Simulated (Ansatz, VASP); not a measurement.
GaN in VASP and in Ansatz

File INCAR:

```
SYSTEM = GaN
PREC     = Accurate       ! precision mode
ENCUT    = 600            ! plane-wave cutoff, eV
EDIFF    = 1E-6           ! SCF threshold, eV
ISMEAR   = 0              ! smearing method
SIGMA    = 0.02           ! smearing width, eV
LREAL    = .False.        ! projectors in reciprocal space
LASPH    = .True.         ! aspherical terms in the spheres
NELM     = 120            ! most SCF steps
ALGO     = Normal         ! electronic algorithm
ISIF     = 2              ! what is computed and relaxed
LWAVE    = .False.        ! write WAVECAR
LCHARG   = .False.        ! write CHGCAR
GGA      = PS             ! functional
NBANDS   = 16             ! bands
GGA_COMPAT= .False.
```

File KPOINTS:

```
regular mesh
0
Gamma
  10 10 10
  0 0 0
```

The input POSCAR:

```
GaN
1.0
    0.0000000000      2.2490575020      2.2490575020
    2.2490575020      0.0000000000      2.2490575020
    2.2490575020      2.2490575020      0.0000000000
Ga N
1 1
Direct
    0.0000000000      0.0000000000      0.0000000000
    0.2500000000      0.2500000000      0.2500000000
```

Input for Ansatz:

```yaml
crystal:
  lattice:
    - [0.0, 2.249057502, 2.249057502]
    - [2.249057502, 0.0, 2.249057502]
    - [2.249057502, 2.249057502, 0.0]
  atoms:
    - { symbol: Ga, position: [0.0, 0.0, 0.0] }
    - { symbol: "N", position: [0.25, 0.25, 0.25] }
basis:
  ecutwfc: 420
kpoints:
  mp_grid: { grid: [10, 10, 10] }
  band_path:
    path:
      - [[0.0, 0.0, 0.0], [-0.5, -0.5, 0.0], [-0.375, -0.375, 0.25]]
      - [[-0.375, 0.0, 0.375], [0.0, 0.0, 0.0], [0.0, 0.0, 0.5], [-0.5, -0.25, 0.25], [-0.5, -0.5, 0.0]]
    npoints: 10
hamiltonian:
  xc: pbesol
scf:
  occupations: { method: gaussian, width: 0.02 }
  n_extra_bands: 7
output:
  forces: true
  stress: true
  eigenvalues: true
```

Alike in both runs: task single point; functional PBEsol; k mesh 10 × 10 × 10; occupations gaussian, width 0.02 eV; no spin polarisation.

```csv
,VASP,Ansatz
version,VASP 6.6.1,Ansatz 0.2.0
potentials or method,"VASP PAW PBE potentials, release 64 (Ga_d, N), cutoff 600 eV","scalar-relativistic, plane waves, PAW"
valence electrons in the cell,18,18
```

|  | VASP | Ansatz | Ansatz less VASP |
| --- | --- | --- | --- |
| gap on the k mesh at the Fermi level (eV) | 1.72 | 1.70 | -0.019 |
| least direct gap on the mesh (eV) | 1.72 | 1.70 | -0.019 |
| pressure (GPa) | -0.4 | 0.0 | +0.38 |

VASP's potentials were made for PBE, not for PBEsol. The functional is the same, so the differences come from potentials, cutoffs and numerics.
